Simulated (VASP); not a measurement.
# HW8C8 in VASP: single point with PBE

Aim: the single point of HW8C8 with PBE.

All numbers are computed with VASP 6.6.1; they aren't measurements. Logs are shortened: lines on timing, memory, paths and dates and some standing lists are left out, and cuts for length are marked.

**1. The cell of the first run**

The cell holds a slab with vacuum, 17 atoms: a = 5.789 Å, b = 5.789 Å, c = 16.248 Å, α = 90.00°, β = 90.00°, γ = 120.00°.

**2. Single point, PBE**

INCAR

```
SYSTEM = HW8C8
  PREC = Accurate
  ENCUT = 520
  EDIFF = 1E-7
  ISMEAR = 0
  SIGMA = 0.15
  LREAL = Auto
  LASPH = .True.
  NELM = 80
  ALGO = Normal
  ISIF = 2
  LWAVE = .False.
  LCHARG = .True.
  GGA = PE
  LELF = .True.
  LVHAR = .True.
  NBANDS = 86
```

KPOINTS

```
Automatic mesh
0
Gamma
  5 5 1
  0 0 0
```

POSCAR

```
HW8C8
1.0
    5.7891000000      0.0000000000      0.0000000000
   -2.8945500000      5.0135080000      0.0000000000
    0.0000000000      0.0000000000     16.2481650000
W C H
8 8 1
Direct
    0.0000000000      0.0000000000      0.0615454114
    0.0005970885     -0.0007591491      0.2384780066
    0.0000000000      0.5000000000      0.0615454114
    0.0005978230      0.5013521470      0.2384779450
    0.5000000000      0.0000000000      0.0615454114
    0.5043471215      0.0021723312      0.2365302174
    0.5000000000      0.5000000000      0.0615454114
    0.4981218792      0.4990597402      0.2404014853
    0.3337241689      0.1675509444      0.1433055979
    0.3297106729      0.1581980123      0.3108522716
    0.3337242837      0.6661730668      0.1433051055
    0.3297112165      0.6715030673      0.3108516562
    0.8334886605      0.1667441241      0.1419010701
    0.8406490016      0.1703218585      0.3062193792
    0.8321175747      0.6660585762      0.1430411988
    0.8345595834      0.6672770842      0.3077651538
    0.3570337674      0.9285157219      0.3430712330
```

Potentials or basis: VASP PAW PBE potentials, release 64 (W_sv, C, H).

Run with:

```
$ cat potpaw_PBE.64/W_sv/POTCAR potpaw_PBE.64/C/POTCAR potpaw_PBE.64/H/POTCAR > POTCAR
$ mpirun -np 1 vasp_std > vasp.out
```

OUTCAR:

```text
SYSTEM = HW8C8
   PREC = Accurate
   ENCUT = 520
   EDIFF = 1E-7
   ISMEAR = 0
   LREAL = Auto
   LASPH = .True.
   NELM = 80
   ISIF = 2
   GGA = PE

 ion  position               nearest neighbor table
   1  0.000  0.000  0.062-  13 2.12  15 2.13   9 2.14   2 2.87   5 2.89   5 2.89   3 2.89   3 2.89
                             7 2.89   7 2.89
   2  0.001  0.999  0.238-  14 1.99  16 2.01  10 2.03   9 2.28  15 2.28  13 2.30   1 2.87   6 2.88
                             4 2.88   8 2.89   8 2.90   4 2.91   6 2.91
   3  0.000  0.500  0.062-  13 2.12  15 2.13  11 2.14   4 2.87   7 2.89   7 2.89   5 2.89   1 2.89
                             1 2.89   5 2.89
   4  0.001  0.501  0.238-  14 1.99  16 2.01  12 2.03  11 2.28  15 2.28  13 2.30   3 2.87   6 2.88
                             2 2.88   8 2.89   8 2.90   2 2.91   6 2.91
   5  0.500  0.000  0.062-  13 2.12  11 2.14   9 2.14   6 2.84   1 2.89   1 2.89   3 2.89   7 2.89
                             7 2.89   3 2.89
   6  0.504  0.002  0.237-  17 1.88  14 2.03  10 2.05  12 2.05  13 2.26  11 2.27   9 2.27   5 2.84
                             4 2.88   2 2.88   8 2.90   8 2.90   2 2.91   4 2.91
   7  0.500  0.500  0.062-  15 2.13  11 2.13   9 2.13   3 2.89   3 2.89   1 2.89   5 2.89   5 2.89
                             1 2.89   8 2.91
   8  0.498  0.499  0.240-  16 2.01  12 2.06  10 2.06   9 2.29  11 2.29  15 2.30   4 2.89   2 2.89
                             6 2.90   6 2.90   2 2.90   4 2.90   7 2.91
   9  0.334  0.168  0.143-   7 2.13   1 2.14   5 2.14   6 2.27   2 2.28   8 2.29
  10  0.330  0.158  0.311-   2 2.03   6 2.05   8 2.06
  11  0.334  0.666  0.143-   7 2.13   3 2.14   5 2.14   6 2.27   4 2.28   8 2.29
  12  0.330  0.672  0.311-   4 2.03   6 2.05   8 2.06
  13  0.833  0.167  0.142-   1 2.12   3 2.12   5 2.12   6 2.26   4 2.30   2 2.30
  14  0.841  0.170  0.306-   2 1.99   4 1.99   6 2.03
  15  0.832  0.666  0.143-   7 2.13   3 2.13   1 2.13   2 2.28   4 2.28   8 2.30
  16  0.835  0.667  0.308-   4 2.01   2 2.01   8 2.01
  17  0.357  0.929  0.343-   6 1.88

  LATTYP: Found a hexagonal cell.
 ALAT       =     5.7891000000
 C/A-ratio  =     2.8066823859

  Lattice vectors:

 A1 = (   5.7891000000,   0.0000000000,   0.0000000000)
 A2 = (  -2.8945500000,   5.0135080000,   0.0000000000)
 A3 = (   0.0000000000,   0.0000000000,  16.2481650000)

Analysis of symmetry for initial positions (statically):
=====================================================================
 Subroutine PRICEL returns:
 Original cell was already a primitive cell.

 Routine SETGRP: Setting up the symmetry group for a
 hexagonal supercell.

 Subroutine GETGRP returns: Found  2 space group operations
 (whereof  1 operations were pure point group operations)
 out of a pool of 24 trial point group operations.

The static configuration has the point symmetry C_1 .
 The point group associated with its full space group is C_1h.

Analysis of symmetry for dynamics (positions and initial velocities):
=====================================================================
 Subroutine PRICEL returns:
 Original cell was already a primitive cell.

 Routine SETGRP: Setting up the symmetry group for a
 hexagonal supercell.

 Subroutine GETGRP returns: Found  2 space group operations
 (whereof  1 operations were pure point group operations)
 out of a pool of 24 trial point group operations.

The dynamic configuration has the point symmetry C_1 .
 The point group associated with its full space group is C_1h.

 Subroutine INISYM returns: Found  2 space group operations
 (whereof  1 operations are pure point group operations),
 and found     1 'primitive' translations

----------------------------------------------------------------------------------------

                                     Primitive cell

  volume of cell :     471.5819

  direct lattice vectors                    reciprocal lattice vectors
     5.789100000  0.000000000  0.000000000     0.172738422  0.099730568  0.000000000
    -2.894550000  5.013508000  0.000000000     0.000000000  0.199461136  0.000000000
     0.000000000  0.000000000 16.248165000     0.000000000  0.000000000  0.061545411

  length of vectors
     5.789100000  5.789100290 16.248165000     0.199461146  0.199461136  0.061545411

  position of ions in fractional coordinates (direct lattice)
     0.000000000  0.000000000  0.061545411
     0.000597089  0.999240851  0.238478007
     0.000000000  0.500000000  0.061545411
     0.000597823  0.501352147  0.238477945
     0.500000000  0.000000000  0.061545411
     0.504347121  0.002172331  0.236530217
[... 9 lines left out ...]
     0.834559583  0.667277084  0.307765154
     0.357033767  0.928515722  0.343071233

  ion indices of the primitive-cell ions
   primitive index   ion index
                 1           1
                 2           2
                 3           3
                 4           4
                 5           5
                 6           6
[... 9 lines left out ...]
                16          16
                17          17

----------------------------------------------------------------------------------------

 KPOINTS: Automatic mesh

Automatic generation of k-mesh.
 Grid dimensions read from file:
 generate k-points for:    5    5    1

 Generating k-lattice:

  Cartesian coordinates                     Fractional coordinates (reciprocal lattice)
     0.034547684  0.019946114  0.000000000     0.200000000  0.000000000  0.000000000
     0.000000000  0.039892227  0.000000000     0.000000000  0.200000000  0.000000000
     0.000000000  0.000000000  0.061545411     0.000000000  0.000000000  1.000000000

  Length of vectors
     0.039892229  0.039892227  0.061545411

  Shift w.r.t. Gamma in fractional coordinates (k-lattice)
     0.000000000  0.000000000  0.000000000

 Subroutine IBZKPT returns following result:
 ===========================================

 Found      9 irreducible k-points:

 Following reciprocal coordinates:
            Coordinates               Weight
  0.000000  0.000000  0.000000      1.000000
  0.200000 -0.000000  0.000000      2.000000
  0.000000  0.200000  0.000000      4.000000
  0.400000 -0.000000  0.000000      2.000000
  0.000000  0.400000  0.000000      4.000000
  0.200000  0.200000  0.000000      4.000000
 -0.200000  0.400000  0.000000      2.000000
  0.400000  0.200000  0.000000      2.000000
 -0.200000 -0.400000  0.000000      4.000000
   k-points           NKPTS =      9   k-points in BZ     NKDIM =      9   number of bands    NBANDS=     86
   number of dos      NEDOS =    301   number of ions     NIONS =     17
   total plane-waves  NPLWV = 290304
   dimension x,y,z NGX =    48 NGY =   48 NGZ =  126
   dimension x,y,z NGXF=    96 NGYF=   96 NGZF=  252
   ions per type =               8   8   1
   NGX,Y,Z   is equivalent  to a cutoff of  13.78, 13.78, 12.89 a.u.
   NGXF,Y,Z  is equivalent  to a cutoff of  27.57, 27.57, 25.78 a.u.
 SYSTEM =  HW8C8
   PREC   = accura    normal or accurate (medium, high low for compatibility)
   ISTART =      0    job   : 0-new  1-cont  2-samecut
   ICHARG =      2    charge: 1-file 2-atom 10-const
   ISPIN  =      1    spin polarized calculation?
   LNONCOLLINEAR =      F non collinear calculations
   LSORBIT =      F    spin-orbit coupling
   LASPH  =      T    aspherical Exc in radial PAW
   ENCUT  =  520.0 eV  38.22 Ry    6.18 a.u.  10.76 10.76 30.21*2*pi/ulx,y,z
   NELM   =     80;   NELMIN=  2; NELMDL= -5     # of ELM steps
   EDIFF  = 0.1E-06   stopping-criterion for ELM
   LREAL  =      T    real-space projection
   EDIFFG = 0.1E-05   stopping-criterion for IOM
   NSW    =      0    number of steps for IOM
   IBRION =     -1    ionic relax: 0-MD 1-quasi-New 2-CG
   NFREE  =      0    steps in history (QN), initial steepest desc. (CG)
   ISIF   =      2    stress and relaxation
   ISYM   =      2    0-nonsym 1-usesym 2-fastsym
   POTIM  = 0.5000    time-step for ionic-motion
   TEBEG  =    0.0;   TEEND  =   0.0 temperature during run
   PSTRESS=    0.0 pullay stress
   NELECT =     145.0000    total number of electrons
   NUPDOWN=      -1.0000    fix difference up-down
   EMIN   =  10.00;   EMAX   =-10.00  energy-range for DOS
   EFERMI =   0.00;   METHOD = LEGACY
   ISMEAR =     0;   SIGMA  =   0.15  broadening in eV -4-tet -1-fermi 0-gaus
   EFERMI_NEDOS =   21; number of points for ismear=-14 and -15
   IALGO  =     38    algorithm
   IMIX   =      4    mixing-type and parameters
     AMIX     =   0.40;   BMIX     =  1.00
     AMIX_MAG =   1.60;   BMIX_MAG =  1.00
  volume/ion in A,a.u.               =      27.74       187.20
  Fermi-wavevector in a.u.,A,eV,Ry     =   1.104956  2.088065 16.611742  1.220929
  Thomas-Fermi vector in A             =   2.241437
   LORBIT       =      0    0 simple, 1 ext, 2 COOP (PROOUT), +10 PAW based schemes
   GGA     = PE    functional components
   LHFCALC =     F    Hartree Fock is set to
   AEXX    =    0.0000 exact exchange contribution
   IVDW    =     0    specifies the selected vdW correction
   LEPSILON=     F    determine dielectric tensor
   LRPA    =     F    only Hartree local field effects (RPA)
 non-spin polarized calculation
 Gauss-broadening in eV      SIGMA  =   0.15
  energy-cutoff  :      520.00
  volume of cell :      471.58
 maximum number of plane-waves:     12709
 NGX is ok and might be reduce to    48
   NGX = 21   NGY = 21   NGZ = 61

 number of electron     144.9999987 magnetization

 Free energy of the ion-electron system (eV)
  ---------------------------------------------------
  ext. energy  EPLUGINS =         0.00000000
  ---------------------------------------------------
  free energy    TOTEN  =      -165.50441623 eV

  energy without entropy =     -165.41759650  energy(sigma->0) =     -165.46100636

 E-fermi :   0.6188     XC(G=0):  -6.1171

 val. band max:        0.6008027816   @ k =   0.2000  -0.0000   0.0000
 cond. band min:       0.6347721987   @ k =   0.2000   0.2000   0.0000
 fundamental gap:      0.0339694171
 Fermi energy:         0.6187974747

 k-point     1 :       0.0000    0.0000    0.0000
  band No.  band energies     occupation
      1     -73.6169      2.00000
      2     -73.5530      2.00000
      3     -73.4120      2.00000
      4     -73.3853      2.00000
      5     -73.3522      2.00000
      6     -73.3002      2.00000
[... 76 lines left out ...]
     83       3.2000      0.00000
     84       3.8381      0.00000

 k-point     2 :       0.2000   -0.0000    0.0000
  band No.  band energies     occupation
      1     -73.6156      2.00000
      2     -73.5524      2.00000
      3     -73.4139      2.00000
      4     -73.3853      2.00000
      5     -73.3469      2.00000
      6     -73.3018      2.00000
[... 598 lines left out ...]
     83       2.7782      0.00000
     84       2.8366      0.00000

 k-point     9 :      -0.2000   -0.4000    0.0000
  band No.  band energies     occupation
      1     -73.6101      2.00000
      2     -73.5565      2.00000
      3     -73.4062      2.00000
      4     -73.3947      2.00000
      5     -73.3263      2.00000
      6     -73.3157      2.00000
[... 76 lines left out ...]
     83       2.7926      0.00000
     84       2.8111      0.00000
 [bands above 84 left out]

------------------------ aborting loop because EDIFF is reached ----------------------------------------

  FORCE on cell =-STRESS in cart. coord.  units (eV):
  Direction    XX          YY          ZZ          XY          YZ          ZX
  --------------------------------------------------------------------------------------
  -------------------------------------------------------------------------------------
  Total       10.5603167      9.0034734      0.8876059      1.3482670      0.0244883      0.0424161
  in kB       35.8781831     30.5888805      3.0155997      4.5806743      0.0831979      0.1441068
  external PRESSURE =      23.1608878 kB  Pullay stress =       0.0000000 kB

 VOLUME and BASIS-vectors are now :
 -----------------------------------------------------------------------------
  energy-cutoff  :      520.00
  volume of cell :      471.58
      direct lattice vectors                 reciprocal lattice vectors
     5.789100000  0.000000000  0.000000000     0.172738422  0.099730568  0.000000000
    -2.894550000  5.013508000  0.000000000     0.000000000  0.199461136  0.000000000
     0.000000000  0.000000000 16.248165000     0.000000000  0.000000000  0.061545411

 POSITION                                       TOTAL-FORCE (eV/Angst)
 -----------------------------------------------------------------------------------
      0.00000      0.00000      1.00000         0.079872     -0.056117     -0.091733
     -2.88890      5.00970      3.87483         0.007020      0.002734     -0.040689
     -1.44728      2.50675      1.00000        -0.008663      0.097230     -0.091733
     -1.44773      2.51353      3.87483         0.005877      0.004712     -0.040689
      2.89455      0.00000      1.00000        -0.011225     -0.006481     -0.209454
      2.91343      0.01089      3.84318        -0.012637     -0.007296     -0.019447
[... 9 lines left out ...]
      2.89988      3.34540      5.00062         0.001291      0.000745      0.080820
     -0.62073      4.65512      5.57428         0.003563      0.002057      0.000857
 -----------------------------------------------------------------------------------
    total drift:                               -0.000713     -0.007013     -0.007998

  FREE ENERGIE OF THE ION-ELECTRON SYSTEM (eV)
  ---------------------------------------------------
  free  energy   TOTEN  =      -165.5044162282 eV

  energy  without entropy=     -165.4175964991  energy(sigma->0) =     -165.46100636
```

It took 21 min on 1 thread of Intel Xeon Platinum 8375C at 2.90GHz (Ice Lake), shared host; peak memory 0.73 GiB.

What came out:

| Quantity | Value |
| --- | --- |
| Free energy | -165.5044 eV |
| Largest force | 0.210 eV/Å |

Forces on the atoms (eV/Å):
```
W    0.080 -0.056 -0.092
W    0.007  0.003 -0.041
W   -0.009  0.097 -0.092
W    0.006  0.005 -0.041
W   -0.011 -0.006 -0.209
W   -0.013 -0.007 -0.019
W   -0.057 -0.033  0.163
W   -0.004 -0.002 -0.027
C   -0.004 -0.003  0.001
C    0.000  0.003  0.092
C   -0.004 -0.002  0.001
C    0.003 -0.001  0.092
C   -0.001  0.000  0.000
C    0.005  0.003  0.091
C   -0.002 -0.001 -0.001
C    0.001  0.001  0.081
H    0.004  0.002  0.001
```

Caveat: spin-orbit coupling is left out, which moves the levels of the heavy elements.
